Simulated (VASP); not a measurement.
## HfO2: relaxation of cell and atoms with PBEsol+D3(BJ)

The system is HfO2.

```
CELL_PARAMETERS angstrom
0.00000 2.55750 2.55750
2.55750 0.00000 2.55750
2.55750 2.55750 0.00000
ATOMIC_POSITIONS crystal
Hf 0.00000 0.00000 0.00000
O 0.75000 0.75000 0.75000
O 0.25000 0.25000 0.25000
```

| Item | Value |
| --- | --- |
| Program | VASP 6.6.1 |
| Task | relaxation of cell and atoms |
| Functional | PBEsol |
| Dispersion | D3(BJ) |
| Potentials or basis | VASP PAW PBE potentials, release 64 (Hf_pv, O) |
| Cutoff | 600 eV |
| k mesh | 9 × 9 × 9 |
| Occupations | fermi-dirac, width 0.05 eV |
| Spin | no spin polarisation |
| Dipole correction | no |
| Further INCAR settings | ALGO = Normal; EDIFF = 1e-06; IBRION = 2; EDIFFG = -0.01; NSW = 60; ISIF = 3 |

```yaml
Relaxed_volume: 10.40 Å³/atom
Relaxed_cell: a = 3.533 Å, b = 3.533 Å, c = 3.533 Å, α = 60.00°, β = 60.00°, γ = 60.00°
Space_group_after_relaxing_to_0.05_Å: Fm-3m (No. 225)
Energy_gained_by_relaxing: 42.7 meV/atom
Ionic_steps: 4
Pressure_after_relaxing: -0.1 GPa
Band_gap_on_the_k_mesh: 3.91 eV, indirect (least direct gap 4.03 eV)
Dispersion_energy_per_atom: -0.237 eV
```

The path:
```
step  energy change (eV)  largest force (eV/Å)  pressure (GPa)  volume (Å³)
   1              0.0000                0.0000          -16.96        33.46
   2              0.2023                0.0000           37.20        28.06
   3             -0.1280                0.0000           -0.58        31.25
   4             -0.1281                0.0000           -0.06        31.19
```

Final structure:
```yaml
crystal:
  lattice:
    - [0.00000, 2.49841, 2.49841]
    - [2.49841, 0.00000, 2.49841]
    - [2.49841, 2.49841, 0.00000]
  atoms:
    - { symbol: Hf, position: [0.00000, 0.00000, 0.00000] }
    - { symbol: O, position: [0.75000, 0.75000, 0.75000] }
    - { symbol: O, position: [0.25000, 0.25000, 0.25000] }
```

Levels at points of the mesh, in eV from the valence-band top:
| k point | band 9 | band 10 | band 11 | band 12 | band 13 | band 14 |
| --- | --- | --- | --- | --- | --- | --- |
| (0.00, 0.00, 0.00) | -0.58 | -0.58 | -0.58 | 3.93 | 3.93 | 6.05 |

Wall time 34 s on 1 thread of Intel(R) Xeon(R) 6975P-C (Granite Rapids), on a shared host, peak memory 0.19 GiB.

Caveat: the PAW data sets were made with another functional, which shifts forces and pressure a little; spin-orbit coupling is left out, which moves the levels of the heavy elements. Expect the measured gap to be larger: semilocal functionals such as PBEsol lack the derivative discontinuity.
